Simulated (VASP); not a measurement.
Input of a VASP 6.6.1 run:

Contents of INCAR:

```
SYSTEM = Hf
PREC     = Accurate       ! precision mode
ENCUT    = 400            ! plane-wave cutoff, eV
EDIFF    = 1E-8           ! SCF threshold, eV
ISMEAR   = -1             ! smearing method
SIGMA    = 0.05           ! smearing width, eV
LREAL    = .FALSE.        ! projectors in reciprocal space
LASPH    = .TRUE.         ! aspherical terms in the spheres
NELM     = 120            ! most SCF steps
ALGO     = Normal         ! electronic algorithm
ISIF     = 2              ! what is computed and relaxed
LWAVE    = .FALSE.        ! write WAVECAR
LCHARG   = .FALSE.        ! write CHGCAR
GGA      = PE             ! functional
LEFG     = .TRUE.       
NBANDS   = 17             ! bands
GGA_COMPAT= .FALSE.
```

KPOINTS

```
Automatic mesh
0
G
  13 13 7
  0 0 0
```

POSCAR

```
Hf
1.0
    3.1966985242      0.0000000000      0.0000000000
   -1.5983492621      2.7684221302      0.0000000000
    0.0000000000      0.0000000000      5.2095340000
Hf
2
Direct
    0.3333333333      0.6666666667      0.2500000000
    0.6666666667      0.3333333333      0.7500000000
```

Potentials or basis: VASP PAW PBE potentials, release 64 (Hf_pv).

Launch:

```console
$ cat potpaw_PBE.64/Hf_pv/POTCAR > POTCAR
$ mpirun -np 1 vasp_std > vasp.out
```

Task: Predict the pressure.

Result: -2.8 GPa.

Task: Predict the band gap on the k mesh.

Result: Zero (bands 10 and 11 overlap by 1.54 eV).

Stress tensor (GPa, compression positive):
```
-1.59  0.00  0.00
 0.00 -1.59  0.00
 0.00  0.00 -5.35
```

Caveat: the cell differs from its parent crystal (zz strain of +3 %); without QUAD_EFG the Cq values of the log hold for a quadrupole moment of 1 mb, not for the nuclei; spin-orbit coupling is left out, which moves the levels of the heavy elements.
